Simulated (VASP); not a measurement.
A run of VASP 6.6.1:

File INCAR:

```
PREC = Accurate ; ENCUT = 520
EDIFF = 1E-7 ; ISMEAR = 0
SIGMA = 0.02 ; LREAL = F
LASPH = T ; NELM = 100
ALGO = Normal ; ISIF = 2
LWAVE = F ; LCHARG = F
NBANDS = 20
```

The input KPOINTS:

```
regular mesh
0
Gamma
  12 12 12
```

File POSCAR:

```
SnO2
1.0
    1.6039156916      0.9260211563      4.0813809037
   -1.6039156916      0.9260211563      4.0813809037
    0.0000000000     -1.8520423126      4.0813809037
Sn O
1 2
Direct
    0.5000000000      0.5000000000      0.5000000000
    0.2451905456      0.2451905456      0.2451905456
    0.7548094544      0.7548094544      0.7548094544
```

Potentials or basis: VASP PAW LDA potentials, release 64 (Sn_d, O).

The run is started by

```sh
$ cat potpaw_LDA.64/Sn_d/POTCAR potpaw_LDA.64/O/POTCAR > POTCAR
$ mpirun -np 1 vasp_std > vasp.out
```

Hardware: 1 thread of Intel Xeon 8259CL, on a shared host.

Question: How long does it take, and how much memory?

Answer: Wall time 5.5 min on 1 thread of Intel Xeon 8259CL (shared host), peak memory 0.26 GiB. Counts: scf iterations 13, k points 189.
